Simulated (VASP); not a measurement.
Input of a VASP 6.6.1 run:

The input INCAR:

```
SYSTEM = BaS
ALGO = Normal ; EDIFF = 1E-8
ENCUT = 520 ; GGA = PS
ISIF = 2 ; ISMEAR = -1
LASPH = .True. ; LCHARG = .False.
LEFG = .True. ; LREAL = .False.
LWAVE = .False. ; NBANDS = 15
NELM = 60 ; PREC = Accurate
SIGMA = 0.02
```

The input KPOINTS:

```
k-points
0
Gamma
  8 8 8
  0 0 0
```

POSCAR

```
BaS
1.0
    0.0000000000      3.1285531347      3.1285531347
    3.1285531347      0.0000000000      3.1285531347
    3.1285531347      3.1285531347      0.0000000000
Ba S
1 1
Direct
    0.0000000000      0.0000000000      0.0000000000
    0.5000000000      0.5000000000      0.5000000000
```

Potentials or basis: VASP PAW PBE potentials, release 64 (Ba_sv, S).

Command:

```bash
$ cat potpaw_PBE.64/Ba_sv/POTCAR potpaw_PBE.64/S/POTCAR > POTCAR
$ mpirun -np 1 vasp_std > vasp.out
```

What does it give for the band gap on the k mesh?

1.86 eV (least direct gap 1.96 eV).

Predict the pressure.

2.6 GPa.

Caveat: the PAW data sets were made with another functional, which shifts forces and pressure a little; spin-orbit coupling is left out, which moves the levels of the heavy elements. A k mesh can miss the band edges.
